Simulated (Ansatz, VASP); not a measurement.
**Hf2SeS3 in VASP and in Ansatz**

```xyz
6
Lattice="4.5866 0.0000 0.0000 0.0000 4.5866 0.0000 0.0000 0.0000 6.8450" Properties=species:S:1:pos:R:3 pbc="T T T"
Hf    2.2933    0.0000    1.4802
Hf    0.0000    2.2933    5.3648
Se    2.2933    2.2933    3.4225
S     0.0000    0.0000    1.8398
S     0.0000    0.0000    5.0052
S     2.2933    2.2933    0.0000
```

Change from the starting cell: species swapped into the CsLi2I3 type (P-4m2, No. 115).

Alike in both runs: functional PBE; k mesh 4 × 4 × 2; occupations gaussian, width 0.1 eV; no spin polarisation.

Ansatz relaxed the structure, and its values are those at the end. VASP's run is a single point on that final structure, the one shown.

```csv
,VASP,Ansatz
version,VASP 6.6.1,Ansatz 0.2.0
potentials or method,"VASP PAW PBE potentials, release 64 (Hf_pv, Se, S), cutoff 520 eV","scalar-relativistic, plane waves, PAW"
valence electrons in the cell,44,86
```

VASP gave:

- gap on the k mesh at the Fermi level (eV): 0.36
- least direct gap on the mesh (eV): 0.36
- pressure (GPa): -0.2
- rms of the force components (eV/Å): 0.009

Which values does Ansatz return?

gap on the k mesh at the Fermi level (eV): 0.35; least direct gap on the mesh (eV): 0.35; pressure (GPa): 0.2; rms of the force components (eV/Å): 0.005.

The functional is the same, so the differences come from potentials, cutoffs and numerics. VASP's potentials hold 44 valence electrons a cell and Ansatz's 86, so a difference there can come from the potentials and not from the codes.

The k mesh is coarse, so the values compare programs but aren't converged. Neither program's run includes spin-orbit coupling.
